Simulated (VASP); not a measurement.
Crystal: TiO2.

```
Ti O
1.0
     4.59984    0.00000    0.00000
     0.00000    4.59984    0.00000
     0.00000    0.00000    2.95921
Ti O
2 4
Direct
  0.00000 0.00000 0.50000
  0.50000 0.50000 0.00000
  0.30432 0.30432 0.50000
  0.19568 0.80432 0.00000
  0.80432 0.19568 0.00000
  0.69568 0.69568 0.50000
```

Base run:

```yaml
Program: VASP 6.6.1
Functional: PBE
Potentials_or_basis: VASP PAW PBE potentials, release 64 (Ti_sv, O)
Cutoff: 520 eV
k_mesh: 6 × 6 × 9
Occupations: fermi-dirac, width 0.05 eV
Spin: no spin polarisation
Hubbard_terms: Ti d U = 6.0 eV
```

Its results: band gap on the k mesh 2.63 eV, indirect (least direct gap 2.66 eV); pressure 16.2 GPa; largest force 0.195 eV/Å.

Task: After a change of settings the same cell gave: band gap on the k mesh 1.80 eV, direct; pressure -2.2 GPa; largest force 0.046 eV/Å. Which change was it?
A. hubbard terms from Ti d U = 6.0 eV to Ti d U = 2.0 eV
B. functional from PBE to PBEsol; hubbard terms from Ti d U = 6.0 eV to none
C. hubbard terms from Ti d U = 6.0 eV to none; dispersion from none to D3(BJ)

Result: B.

Caveats: the PAW data sets were made with another functional, which shifts forces and pressure a little (some runs).
